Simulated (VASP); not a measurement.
# Zn (P-1) in VASP: single point with PBE+D3(BJ)

Aim: the single point of Zn with PBE+D3(BJ).

All numbers are computed with VASP 6.6.1; they aren't measurements. Logs are shortened: lines on timing, memory, paths and dates and some standing lists are left out, and cuts for length are marked.

## Step 1: The cell of the first run

The typed cell holds 1 atom: a = 2.834 Å, b = 2.635 Å, c = 2.637 Å, α = 121.59°, β = 99.97°, γ = 106.12°.

## Step 2: Single point, PBE+D3(BJ)

Contents of INCAR:

```
SYSTEM = Zn
PREC = Accurate
ENCUT = 520
EDIFF = 1E-7
ISMEAR = -1
SIGMA = 0.05
LREAL = .False.
LASPH = .True.
NELM = 80
ALGO = Fast
ISIF = 2
LWAVE = .False.
LCHARG = .True.
GGA = PE
IVDW = 12
LELF = .True.
LVHAR = .True.
NBANDS = 12
```

Contents of KPOINTS:

```
Automatic mesh
0
Gamma
  11 12 12
  0 0 0
```

Contents of POSCAR:

```
Zn
1.0
   -1.2848042038      1.8454974422      1.7247485984
    1.2863693049     -1.6880191716      1.5620182677
    1.2862769893      1.6726643741     -1.5820997175
Zn
1
Direct
    0.0000000000      0.0000000000      0.0000000000
```

Potentials or basis: VASP PAW PBE potentials, release 64 (Zn).

Command:

```bash
> cat potpaw_PBE.64/Zn/POTCAR > POTCAR
> mpirun -np 1 vasp_std > vasp.out
```

OUTCAR:

```text
SYSTEM = Zn
   PREC = Accurate
   ENCUT = 520
   EDIFF = 1E-7
   ISMEAR = -1
   LREAL = .False.
   LASPH = .True.
   NELM = 80
   ISIF = 2
   GGA = PE
   IVDW = 12
 IVDW          = 12

 ion  position               nearest neighbor table
   1  0.000  0.000  0.000-

  LATTYP: Found a triclinic cell.
 ALAT       =     2.6373005361
 B/A-ratio  =     1.2476915864
 C/A-ratio  =     0.9755317810
 COS(alpha) =     0.0076064462
 COS(beta)  =     0.4885984664
 COS(gamma) =     0.5686210750

  Lattice vectors:

 A1 = (  -1.2862769893,  -1.6726643741,   1.5820997175)
 A2 = (   0.0015651011,   0.1574782706,   3.2867668661)
 A3 = (  -2.5726462942,   0.0153547975,   0.0200814498)

Analysis of symmetry for initial positions (statically):
=====================================================================
 Subroutine PRICEL returns:
 Original cell was already a primitive cell.

 Routine SETGRP: Setting up the symmetry group for a
 triclinic supercell.

 Subroutine GETGRP returns: Found  2 space group operations
 (whereof  2 operations were pure point group operations)
 out of a pool of  2 trial point group operations.

The static configuration has the point symmetry S_2 .

Analysis of symmetry for dynamics (positions and initial velocities):
=====================================================================
 Subroutine PRICEL returns:
 Original cell was already a primitive cell.

 Routine SETGRP: Setting up the symmetry group for a
 triclinic supercell.

 Subroutine GETGRP returns: Found  2 space group operations
 (whereof  2 operations were pure point group operations)
 out of a pool of  2 trial point group operations.

The dynamic configuration has the point symmetry S_2 .

 Subroutine INISYM returns: Found  2 space group operations
 (whereof  2 operations are pure point group operations),
 and found     1 'primitive' translations

----------------------------------------------------------------------------------------

                                     Primitive cell

  volume of cell :      14.8454

  direct lattice vectors                    reciprocal lattice vectors
    -1.284804204  1.845497442  1.724748598     0.003899000  0.272430771  0.291195576
     1.286369305 -1.688019172  1.562018268     0.391008240 -0.012516716  0.304663879
     1.286276989  1.672664374 -1.582099718     0.390295759  0.284636452 -0.013823587

  length of vectors
     2.833961958  2.635157639  2.637300536     0.398783889  0.495846944  0.483259538

  position of ions in fractional coordinates (direct lattice)
     0.000000000  0.000000000  0.000000000

  ion indices of the primitive-cell ions
   primitive index   ion index
                 1           1

----------------------------------------------------------------------------------------

 KPOINTS: Automatic mesh

Automatic generation of k-mesh.
 Grid dimensions read from file:
 generate k-points for:   11   12   12

 Generating k-lattice:

  Cartesian coordinates                     Fractional coordinates (reciprocal lattice)
     0.000354455  0.024766434  0.026472325     0.090909091  0.000000000  0.000000000
     0.032584020 -0.001043060  0.025388657    -0.000000000  0.083333333  0.000000000
     0.032524647  0.023719704 -0.001151966     0.000000000 -0.000000000  0.083333333

  Length of vectors
     0.036253081  0.041320579  0.040271628

  Shift w.r.t. Gamma in fractional coordinates (k-lattice)
     0.000000000  0.000000000  0.000000000

 Subroutine IBZKPT returns following result:
 ===========================================

 Found    794 irreducible k-points:

 Following reciprocal coordinates:
            Coordinates               Weight
  0.000000  0.000000  0.000000      1.000000
  0.090909 -0.000000 -0.000000      2.000000
  0.181818  0.000000  0.000000      2.000000
  0.272727  0.000000 -0.000000      2.000000
  0.363636  0.000000  0.000000      2.000000
  0.454545 -0.000000 -0.000000      2.000000
[... 16 lines left out ...]
  0.454545  0.166667  0.000000      2.000000
 -0.454545  0.166667 -0.000000      2.000000
 [... further k-points ...]
   k-points           NKPTS =    794   k-points in BZ     NKDIM =    794   number of bands    NBANDS=     12
   number of dos      NEDOS =    301   number of ions     NIONS =      1
   total plane-waves  NPLWV =   9600
   dimension x,y,z NGX =    24 NGY =   20 NGZ =   20
   dimension x,y,z NGXF=    48 NGYF=   40 NGZF=   40
   ions per type =               1
   NGX,Y,Z   is equivalent  to a cutoff of  14.08, 12.62, 12.61 a.u.
   NGXF,Y,Z  is equivalent  to a cutoff of  28.16, 25.24, 25.21 a.u.
 SYSTEM =  Zn
   PREC   = accura    normal or accurate (medium, high low for compatibility)
   ISTART =      0    job   : 0-new  1-cont  2-samecut
   ICHARG =      2    charge: 1-file 2-atom 10-const
   ISPIN  =      1    spin polarized calculation?
   LNONCOLLINEAR =      F non collinear calculations
   LSORBIT =      F    spin-orbit coupling
   LASPH  =      T    aspherical Exc in radial PAW
   ENCUT  =  520.0 eV  38.22 Ry    6.18 a.u.   5.27  4.90  4.90*2*pi/ulx,y,z
   NELM   =     80;   NELMIN=  2; NELMDL= -5     # of ELM steps
   EDIFF  = 0.1E-06   stopping-criterion for ELM
   LREAL  =      F    real-space projection
   EDIFFG = 0.1E-05   stopping-criterion for IOM
   NSW    =      0    number of steps for IOM
   IBRION =     -1    ionic relax: 0-MD 1-quasi-New 2-CG
   NFREE  =      0    steps in history (QN), initial steepest desc. (CG)
   ISIF   =      2    stress and relaxation
   ISYM   =      2    0-nonsym 1-usesym 2-fastsym
   POTIM  = 0.5000    time-step for ionic-motion
   TEBEG  =    0.0;   TEEND  =   0.0 temperature during run
   PSTRESS=    0.0 pullay stress
   NELECT =      12.0000    total number of electrons
   NUPDOWN=      -1.0000    fix difference up-down
   EMIN   =  10.00;   EMAX   =-10.00  energy-range for DOS
   EFERMI =   0.00;   METHOD = LEGACY
   ISMEAR =    -1;   SIGMA  =   0.05  broadening in eV -4-tet -1-fermi 0-gaus
   EFERMI_NEDOS =   21; number of points for ismear=-14 and -15
   IALGO  =     68    algorithm
   IMIX   =      4    mixing-type and parameters
     AMIX     =   0.40;   BMIX     =  1.00
     AMIX_MAG =   1.60;   BMIX_MAG =  1.00
  volume/ion in A,a.u.               =      14.85       100.18
  Fermi-wavevector in a.u.,A,eV,Ry     =   1.525004  2.881840 31.642212  2.325637
  Thomas-Fermi vector in A             =   2.633234
   LORBIT       =      0    0 simple, 1 ext, 2 COOP (PROOUT), +10 PAW based schemes
   GGA     = PE    functional components
   LHFCALC =     F    Hartree Fock is set to
   AEXX    =    0.0000 exact exchange contribution
   IVDW    =    12    specifies the selected vdW correction
   LEPSILON=     F    determine dielectric tensor
   LRPA    =     F    only Hartree local field effects (RPA)
 non-spin polarized calculation
 RMM-DIIS sequential band-by-band and
  energy-cutoff  :      520.00
  volume of cell :       14.85
 maximum number of plane-waves:       410
 NGX is ok and might be reduce to    24
   NGX = 11   NGY =  9   NGZ =  9

 number of electron      12.0000000 magnetization

 Free energy of the ion-electron system (eV)
  ---------------------------------------------------
  ext. energy  EPLUGINS =         0.00000000
  ---------------------------------------------------
  free energy    TOTEN  =        -1.08674102 eV

  energy without entropy =       -1.08550835  energy(sigma->0) =       -1.08612468

 E-fermi :   3.2426     XC(G=0): -11.6634

 val. band max:        3.1720098527   @ k =   0.0000   0.2500   0.3333
 cond. band min:       3.2449390644   @ k =   0.4545   0.2500   0.4167
 fundamental gap:      0.0729292117
 Fermi energy:         3.2426012264

 k-point     1 :       0.0000    0.0000    0.0000
  band No.  band energies     occupation
      1      -7.3225      2.00000
      2      -4.8596      2.00000
      3      -4.5204      2.00000
      4      -4.3507      2.00000
      5      -4.1271      2.00000
      6      -3.9039      2.00000
      7      16.0412      0.00000
      8      19.8554      0.00000
      9      20.8062      0.00000
     10      24.4286      0.00000
     11      26.9333      0.00000
     12      27.2558      0.00000

 k-point     2 :       0.0909   -0.0000   -0.0000
  band No.  band energies     occupation
      1      -7.1319      2.00000
      2      -4.8364      2.00000
      3      -4.5248      2.00000
      4      -4.3568      2.00000
      5      -4.0997      2.00000
      6      -3.9146      2.00000
      7      13.4579      0.00000
      8      21.0035      0.00000
      9      22.6409      0.00000
     10      24.5951      0.00000
     11      26.0656      0.00000
     12      26.4132      0.00000

 k-point     3 :       0.1818    0.0000    0.0000
  band No.  band energies     occupation
      1      -6.6014      2.00000
      2      -4.7325      2.00000
      3      -4.5306      2.00000
      4      -4.3743      2.00000
      5      -4.0244      2.00000
      6      -3.9426      2.00000
      7       9.8900      0.00000
      8      21.5789      0.00000
      9      24.4638      0.00000
     10      24.5945      0.00000
     11      25.1816      0.00000
     12      27.0598      0.00000

 k-point     4 :       0.2727    0.0000   -0.0000
  band No.  band energies     occupation
      1      -5.9521      2.00000
      2      -4.5369      2.00000
      3      -4.3985      2.00000
      4      -4.3275      2.00000
      5      -3.9775      2.00000
      6      -3.9225      2.00000
      7       6.5344      0.00000
      8      22.4436      0.00000
      9      23.1179      0.00000
     10      24.0562      0.00000
     11      25.2405      0.00000
     12      26.0769      0.00000

 k-point     5 :       0.3636    0.0000    0.0000
  band No.  band energies     occupation
      1      -5.6052      2.00000
      2      -4.5249      2.00000
      3      -4.4213      2.00000
      4      -4.0074      2.00000
      5      -3.8264      2.00000
      6      -3.2226      2.00000
      7       3.5056      0.01035
      8      22.1516      0.00000
      9      23.0372      0.00000
     10      23.8001      0.00000
     11      25.3946      0.00000
     12      25.8669      0.00000
[... 228 lines left out ...]
      1      -5.1675      2.00000
      2      -4.5810      2.00000
      3      -4.3846      2.00000
      4      -4.2906      2.00000
      5      -3.9734      2.00000
      6      -2.3094      2.00000
      7       4.3426      0.00000
      8      15.5466      0.00000
      9      18.8789      0.00000
     10      21.2903      0.00000
     11      29.7684      0.00000
     12      30.2890      0.00000

 k-point    22 :       0.3636    0.1667    0.0000
  band No.  band energies     occupation
      1      -5.1409      2.00000
      2      -4.5828      2.00000
      3      -4.2983      2.00000
      4      -4.2844      2.00000
      5      -3.9718      2.00000
      6      -0.5482      2.00000
      7       1.7057      2.00000
      8      14.9420      0.00000
      9      18.9747      0.00000
     10      22.2777      0.00000
     11      27.4566      0.00000
     12      30.4016      0.00000

 k-point    23 :       0.4545    0.1667    0.0000
  band No.  band energies     occupation
      1      -5.1367      2.00000
      2      -4.5786      2.00000
      3      -4.3026      2.00000
      4      -4.2762      2.00000
      5      -3.9877      2.00000
      6      -0.5482      2.00000
      7       1.7107      2.00000
      8      14.7401      0.00000
      9      19.1997      0.00000
     10      23.7901      0.00000
     11      25.2621      0.00000
     12      30.1623      0.00000

 k-point    24 :      -0.4545    0.1667   -0.0000
  band No.  band energies     occupation
      1      -5.1555      2.00000
      2      -4.5783      2.00000
      3      -4.3664      2.00000
      4      -4.2906      2.00000
      5      -4.0212      2.00000
      6      -2.2986      2.00000
      7       4.3505      0.00000
      8      14.9435      0.00000
      9      19.6316      0.00000
     10      23.3076      0.00000
     11      25.8224      0.00000
     12      29.9210      0.00000

 [... further k-points ...]

------------------------ aborting loop because EDIFF is reached ----------------------------------------

 Edisp (eV)   -0.41304

 E8    (eV) :    -0.1739

  FORCE on cell =-STRESS in cart. coord.  units (eV):
  Direction    XX          YY          ZZ          XY          YZ          ZX
  --------------------------------------------------------------------------------------
  -------------------------------------------------------------------------------------
  Total      -0.01158    -0.02522    -0.02566     0.00071    -0.00734    -0.00098
  in kB      -1.25012    -2.72175    -2.76929     0.07712    -0.79260    -0.10535
  external pressure =       -2.25 kB  Pullay stress =        0.00 kB

 VOLUME and BASIS-vectors are now :
 -----------------------------------------------------------------------------
  energy-cutoff  :      520.00
  volume of cell :       14.85
      direct lattice vectors                 reciprocal lattice vectors
    -1.284804204  1.845497442  1.724748598     0.003899000  0.272430771  0.291195576
     1.286369305 -1.688019172  1.562018268     0.391008240 -0.012516716  0.304663879
     1.286276989  1.672664374 -1.582099718     0.390295759  0.284636452 -0.013823587

 POSITION                                       TOTAL-FORCE (eV/Angst)
 -----------------------------------------------------------------------------------
      0.00000      0.00000      0.00000         0.000000      0.000000      0.000000
 -----------------------------------------------------------------------------------
    total drift:                                0.000000     -0.000000      0.000000

  FREE ENERGIE OF THE ION-ELECTRON SYSTEM (eV)
  ---------------------------------------------------
  free  energy   TOTEN  =        -1.4997823242 eV

  energy  without entropy=       -1.4985496613  energy(sigma->0) =       -1.49916599
```

It took 70 s on 1 thread of Intel Xeon 6975P-C (Granite Rapids), shared host; peak memory 0.24 GiB.

Results:

```yaml
Free_energy: -1.4998 eV
Pressure: -0.2 GPa
Band_gap_on_the_k_mesh: zero (bands 6 and 7 overlap by 5.80 eV)
Dispersion_energy_per_atom: -0.413 eV
```

Levels at points of the mesh, in eV from the Fermi level:
```
           k point  band 2  band 3  band 4  band 5  band 6  band 7  band 8  band 9  band 10  band 11
(0.00, 0.00, 0.00)   -8.10   -7.76   -7.59   -7.37   -7.15   12.80   16.61   17.56    21.19    23.69
(0.00, 0.50, 0.00)   -8.30   -7.30   -7.01   -6.87   -1.65    1.06    8.90   11.45    12.98    15.90
(0.00, 0.00, 0.50)   -8.19   -7.41   -7.05   -6.88   -2.03    0.48   10.20   12.86    14.23    17.26
(0.00, 0.50, 0.50)   -7.77   -7.53   -7.47   -6.88   -3.22   -1.69   16.66   18.04    19.12    20.58
```

Caveat: three body term missing.
